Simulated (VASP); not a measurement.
Wanted: the native input for a VASP 6.6.1 run.

```yaml
Task: single point
Functional: PBEsol
Potentials_or_basis: VASP PAW PBE potentials, release 64 (H)
Cutoff: 520 eV
k_mesh: 8 × 8 × 8
Occupations: gaussian, width 0.1 eV
Spin: no spin polarisation
Dipole_correction: no
Further_INCAR_settings: ALGO = Normal; EDIFF = 1e-06; NBANDS = 6
```

The structure of H lies in POSCAR:

```
H
1.0
    0.0000000000      1.7206578369      1.7206578369
    1.7206578369      0.0000000000      1.7206578369
    1.7206578369      1.7206578369      0.0000000000
H
1
Direct
    0.0000000000      0.0000000000      0.0000000000
```

The input as run:

INCAR

```
ALGO = Normal
EDIFF = 1E-6
ENCUT = 520
GGA = PS
ISIF = 2
ISMEAR = 0
LASPH = T
LCHARG = F
LREAL = F
LWAVE = F
NBANDS = 6
NELM = 80
PREC = Accurate
SIGMA = 0.1
```

KPOINTS

```
k-points
0
Gamma
  8 8 8
```

Potentials or basis: VASP PAW PBE potentials, release 64 (H).

The run is started by

```sh
$ cat potpaw_PBE.64/H/POTCAR > POTCAR
$ mpirun -np 1 vasp_std > vasp.out
```

It gave:

```
Pressure               : -17.0 GPa
Band gap on the k mesh : zero (an odd number of electrons rules out a gap without spin polarisation)
```

Caveat: the k points lie up to 0.40 Å⁻¹ apart, too coarse for converged energies and pressures of a metal; the atoms stand far beyond bonding distance, and open shells without spin polarisation read as a metal; the PAW data sets were made with another functional, which shifts forces and pressure a little.

Wall time 3.9 s on 1 thread of Intel Xeon 8259CL, on a shared host, peak memory 0.11 GiB.
